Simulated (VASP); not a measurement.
KBr: single point with HSE06

The system is KBr.

```
K Br
1.0
    -0.05828    3.68830    3.68830
     3.68830   -0.05828    3.68830
     3.63002    3.63002    0.00000
K Br
1 1
Direct
  0.99640 0.99640 0.00360
  0.25360 0.25360 0.24640
```

This cell differs from its parent crystal: shear xy strain -3.2%.

```
Program                            : VASP 6.6.1
Task                               : single point
Functional                         : HSE06
Potentials or basis                : VASP PAW PBE potentials, release 64 (K_sv, Br)
Cutoff                             : 520 eV
k mesh                             : 4 × 4 × 4
Occupations                        : gaussian, width 0.01 eV
Spin                               : no spin polarisation
Dipole correction                  : no
Grid for exact exchange (PRECFOCK) : Normal
Further INCAR settings             : ALGO = Normal; EDIFF = 1e-06; NBANDS = 15
Screening parameter                : 0.2079 1/Å
```

```yaml
Pressure: 0.2 GPa
Band_gap_on_the_k_mesh: 5.37 eV, indirect (least direct gap 5.38 eV)
```

Stress tensor (GPa, compression positive):
```
0.16 0.08 0.00
0.08 0.16 0.00
0.00 0.00 0.15
```

Levels at points of the mesh, in eV from the valence-band top:
| k point | band 6 | band 7 | band 8 | band 9 | band 10 | band 11 |
| --- | --- | --- | --- | --- | --- | --- |
| (0.00, 0.00, 0.00) | -0.06 | -0.03 | -0.01 | 5.37 | 10.05 | 10.06 |
| (0.50, 0.00, 0.00) | -0.43 | -0.02 | 0.00 | 7.65 | 8.09 | 9.41 |
| (0.50, 0.50, 0.00) | -0.47 | -0.07 | -0.02 | 7.16 | 8.36 | 10.24 |
| (0.00, 0.00, 0.50) | -0.42 | -0.04 | -0.03 | 7.69 | 8.16 | 9.37 |
| (0.50, 0.00, 0.50) | -0.47 | -0.05 | -0.04 | 7.16 | 8.36 | 10.24 |

It took 26 min on 1 thread of Intel(R) Xeon(R) Platinum 8488C (Sapphire Rapids) (shared host), peak memory 0.36 GiB.

Caveat: the cell differs from its parent crystal (shear xy strain -3.2%); the PAW data sets were made with another functional, which shifts forces and pressure a little.
